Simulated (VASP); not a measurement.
Input of a VASP 6.6.1 run:

File INCAR:

```
SYSTEM = SnO
ALGO = Normal
EDIFF = 1E-6
ENCUT = 520
GGA = PE
ISIF = 2
ISMEAR = -1
IVDW = 12
LASPH = .True.
LCHARG = .False.
LREAL = .False.
LWAVE = .False.
NBANDS = 28
NELM = 80
PREC = Accurate
SIGMA = 0.05
```

File KPOINTS:

```
k-points
0
Gamma
  7 7 6
  0 0 0
```

Contents of POSCAR:

```
SnO
1.0
    3.8884925471      0.0000000000      0.0000000000
    0.0000000000      3.8884925471      0.0000000000
    0.0000000000      0.0000000000      4.9827594627
Sn O
2 2
Direct
    0.5000000000      0.0000000000      0.7646261400
    0.0000000000      0.5000000000      0.2353738600
    0.0000000000      0.0000000000      0.0000000000
    0.5000000000      0.5000000000      0.0000000000
```

Potentials or basis: VASP PAW PBE potentials, release 64 (Sn_d, O).

Run with:

```console
$ cat potpaw_PBE.64/Sn_d/POTCAR potpaw_PBE.64/O/POTCAR > POTCAR
$ mpirun -np 1 vasp_std > vasp.out
```

(1) What does it give for the dispersion energy per atom?

(2) Estimate the band gap on the k mesh.

(3) Predict the largest force.

## Answers

(1) -0.218 eV.

(2) 0.58 eV, indirect (least direct gap 1.97 eV).

(3) 0.298 eV/Å.

Caveat: spin-orbit coupling is left out, which moves the levels of the heavy elements.
